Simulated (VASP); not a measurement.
A run of VASP 6.6.1:

The input INCAR:

```
SYSTEM = LiH
  ALGO = Normal
  EDIFF = 1E-6
  EDIFFG = -0.01
  ENCUT = 600
  GGA = RE
  IBRION = 2
  ISIF = 3
  ISMEAR = 0
  IVDW = 12
  LASPH = .True.
  LCHARG = .False.
  LREAL = .False.
  LWAVE = .False.
  NELM = 60
  NSW = 80
  PREC = Accurate
  SIGMA = 0.01
```

KPOINTS

```
k-points
0
Gamma
  8 8 8
  0 0 0
```

POSCAR

```
LiH
1.0
    0.0000000000      2.0367500000      2.0367500000
    2.0367500000      0.0000000000      2.0367500000
    2.0367500000      2.0367500000      0.0000000000
Li H
1 1
Direct
    0.0000000000      0.0000000000      0.0000000000
    0.5000000000      0.5000000000      0.5000000000
```

Potentials or basis: VASP PAW PBE potentials, release 64 (Li_sv, H).

The run is started by

```sh
$ cat potpaw_PBE.64/Li_sv/POTCAR potpaw_PBE.64/H/POTCAR > POTCAR
$ mpirun -np 1 vasp_std > vasp.out
```

Hardware: 1 thread of Intel Xeon 6975P-C, on a shared host.

How long does it take, and how much memory?

Wall time 13 s on 1 thread of Intel Xeon 6975P-C, on a shared host, peak memory 0.14 GiB. Counts: scf iterations 51, k points 29, ion steps 6.
